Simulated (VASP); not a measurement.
Runs of VASP 6.6.1 on ScAs2. The structure is that of space group Fm-3m (No. 225), or close to it. The cells are those of the table. 

| task | cell | k mesh | cutoff (eV) | gap on the mesh (eV) | pressure (GPa) | relaxed volume (Å³/atom) |
| --- | --- | --- | --- | --- | --- | --- |
| single point | a = 4.583 Å, angles 60.0°, 3 atoms | 6 × 6 × 6 | 520 | none | 0.0 | - |
| single point | a = 4.583 Å, angles 60.0°, 3 atoms | 12 × 12 × 12 | 520 | none | 0.1 | - |
| single point | a = 4.385 Å, angles 60.0°, 3 atoms | 6 × 6 × 6 | 520 | none | 11.5 | - |
| relaxation of cell and atoms | relaxed from a = 4.385 Å, angles 60.0°, 3 atoms | 6 × 6 × 6 | 600 | none | 0.0 | 22.69 |
| relaxation of cell and atoms | relaxed from a = 4.583 Å, angles 60.0°, 3 atoms | 12 × 12 × 12 | 600 | none | -0.1 | (a) |

Alike in all rows: level PBE; potentials or basis VASP PAW PBE potentials, release 64 (Sc_sv, As); no spin polarisation; smearing gaussian 0.1 eV.

Q: Fill in the values left out.

A: (a) 22.75.

Caveats: the cell stands under pressure (at least some runs).

A k mesh can miss the band edges, and the runs leave out spin-orbit coupling on As.

A gap of «none» marks levels without a gap at the run's occupations.
